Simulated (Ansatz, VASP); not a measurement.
Sr3O in VASP and in Ansatz

```
Sr O
1.0
     5.27445    0.00000    0.00000
     0.00000    5.27445    0.00000
     0.00000    0.00000    5.11249
Sr O
3 1
Direct
  0.00000 0.50000 0.50000
  0.50000 0.00000 0.50000
  0.50000 0.50000 0.00000
  0.00000 0.00000 0.00000
```

Alike in both runs: functional PBE; k mesh 4 × 4 × 4; occupations gaussian, width 0.1 eV; no spin polarisation.

Ansatz relaxed the structure, and its values are those at the end. VASP's run is a single point on that final structure, the one shown.

|  | VASP | Ansatz |
| --- | --- | --- |
| version | VASP 6.6.1 | Ansatz 0.2.0 |
| potentials or method | VASP PAW PBE potentials, release 64 (Sr_sv, O), cutoff 520 eV | scalar-relativistic, plane waves, PAW |
| valence electrons in the cell | 36 | 36 |

|  | VASP | Ansatz | Ansatz less VASP |
| --- | --- | --- | --- |
| gap on the k mesh at the Fermi level (eV) | none | none | - |
| pressure (GPa) | 0.3 | 0.3 | -0.04 |

A gap of «none» marks a metal or a gap that the smearing closes.
